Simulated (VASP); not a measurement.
Write the native input for VASP 6.6.1 that does the following.

| Property | Result |
| --- | --- |
| Task | relaxation of cell and atoms |
| Functional | PBEsol |
| Potentials or basis | VASP PAW PBE potentials, release 64 (Au) |
| Cutoff | 600 eV |
| k mesh | 12 × 12 × 12 |
| Occupations | fermi-dirac, width 0.1 eV |
| Spin | no spin polarisation |
| Dipole correction | no |
| Further INCAR settings | ALGO = Normal; EDIFF = 1e-07; IBRION = 2; EDIFFG = -0.01; NSW = 80; ISIF = 3 |

The structure of Au lies in POSCAR:

```
Au
1.0
    2.6358905191      0.0000000000      0.0000000000
    0.0000000000      2.6358905191      0.0000000000
    0.0000000000      0.0000000000      2.6358905191
Au
1
Direct
    0.0000000000      0.0000000000      0.0000000000
```

These files were run (other wordings do the same):

INCAR

```
ALGO = Normal ; EDIFF = 1E-7
EDIFFG = -0.01 ; ENCUT = 600
GGA = PS ; IBRION = 2
ISIF = 3 ; ISMEAR = -1
LASPH = True ; LCHARG = False
LREAL = False ; LWAVE = False
NELM = 100 ; NSW = 80
PREC = Accurate ; SIGMA = 0.1
```

KPOINTS

```
k-points
0
Gamma
  12 12 12
```

Potentials or basis: VASP PAW PBE potentials, release 64 (Au).

Run with:

```console
$ cat potpaw_PBE.64/Au/POTCAR > POTCAR
$ mpirun -np 1 vasp_std > vasp.out
```

It gave:

The relaxed volume is 19.53 Å³/atom and the relaxed cell is a = 2.693 Å, b = 2.693 Å, c = 2.693 Å, α = 90.00°, β = 90.00°, γ = 90.00°. The space group after relaxing (to 0.05 Å) is Pm-3m (No. 221), the energy gained by relaxing is 35.8 meV/atom and the ionic steps are 4. The pressure after relaxing is 0.0 GPa.

Caveat: the PAW data sets were made with another functional, which shifts forces and pressure a little.

It took 21 s on 1 thread of AMD EPYC 9R45 96-Core Processor (Zen 5), with other jobs on the host, peak memory 0.13 GiB.
